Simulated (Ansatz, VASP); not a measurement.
## Two plane-wave programs on CaSi3N2

```
CELL_PARAMETERS angstrom
5.04824 0.00000 0.00000
-2.52412 4.37191 0.00000
0.00000 0.00000 3.40979
ATOMIC_POSITIONS crystal
Ca 0.00000 0.00000 0.00000
Si 0.50000 0.00000 0.50000
Si 0.50000 0.50000 0.50000
Si 0.00000 0.50000 0.50000
N 0.33333 0.66667 0.00000
N 0.66667 0.33333 0.00000
```

Change from the starting cell: species swapped into the HoCo3B2 type (P6/mmm, No. 191).

Alike in both runs: functional PBE; k mesh 6 × 6 × 6; occupations gaussian, width 0.1 eV; no spin polarisation.

Ansatz relaxed the structure, and its values are those at the end. VASP's run is a single point on that final structure, the one shown.

|  | VASP | Ansatz |
| --- | --- | --- |
| version | VASP 6.6.1 | Ansatz 0.2.0 |
| potentials or method | VASP PAW PBE potentials, release 64 (Ca_sv, Si, N), cutoff 600 eV | scalar-relativistic, plane waves, PAW |
| valence electrons in the cell | 32 | 32 |

```csv
,VASP,Ansatz,Ansatz less VASP
gap on the k mesh at the Fermi level (eV),none,none,-
pressure (GPa),0.1,0.0,-0.10
```

A gap of «none» marks a metal or a gap that the smearing closes. With one functional, cell and mesh, what is left measures potentials, basis and numerics.
